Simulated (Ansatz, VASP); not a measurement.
**Si2Ni: VASP beside Ansatz**

Contents of INCAR:

```
  PREC = Accurate
  ENCUT = 520
  EDIFF = 1E-6
  ISMEAR = 0
  SIGMA = 0.05
  LREAL = False
  LASPH = True
  NELM = 150
  ALGO = Normal
  ISIF = 2
  LWAVE = False
  LCHARG = False
  ISPIN = 2
  MAGMOM = 0 0 0.05
  LORBIT = 11
  LMAXMIX = 4
  GGA = PE
  NBANDS = 20
```

KPOINTS

```
Automatic mesh
0
Gamma
  12 12 12
```

POSCAR

```
Si2Ni
1.0
    0.0000000000      2.7396790237      2.7396790237
    2.7396790237      0.0000000000      2.7396790237
    2.7396790237      2.7396790237      0.0000000000
Si Ni
2 1
Direct
    0.2500000000      0.2500000000      0.2500000000
    0.7500000000      0.7500000000      0.7500000000
    0.0000000000      0.0000000000      0.0000000000
```

Input for Ansatz:

```yaml
crystal:
  lattice:
    - [0.0, 2.7396790237, 2.7396790237]
    - [2.7396790237, 0.0, 2.7396790237]
    - [2.7396790237, 2.7396790237, 0.0]
  atoms:
    - { symbol: Si, position: [0.25, 0.25, 0.25] }
    - { symbol: Si, position: [0.75, 0.75, 0.75] }
    - { symbol: Ni, position: [0.0, 0.0, 0.0], spin: 0.05 }
basis:
  ecutwfc: 420
  ecutrho_ratio: 4
kpoints:
  mp_grid: { grid: [12, 12, 12] }
hamiltonian:
  xc: pbe
scf:
  occupations: { method: gaussian, width: 0.05 }
output:
  forces: true
  stress: true
  eigenvalues: true
  populations: true
magnetization:
  spin_polarized: true
```

Alike in both runs: task single point; functional PBE; k mesh 12 × 12 × 12; occupations gaussian, width 0.05 eV; collinear spin.

```csv
,VASP,Ansatz
version,VASP 6.6.1,Ansatz 0.2.0
potentials or method,"VASP PAW PBE potentials, release 64 (Si, Ni), cutoff 520 eV","scalar-relativistic, plane waves, PAW"
valence electrons in the cell,18,26
```

```tsv
	VASP	Ansatz	Ansatz less VASP
gap on the k mesh at the Fermi level (eV)	none	none	-
pressure (GPa)	-2.7	-2.7	+0.04
net moment per atom (μB)	0.00	0.00	0.000
```

A gap of «none» marks a metal or a gap that the smearing closes. VASP's potentials hold 18 valence electrons a cell and Ansatz's 26, so a difference there can come from the potentials and not from the codes. Ansatz's warnings: seeded moment not kept.
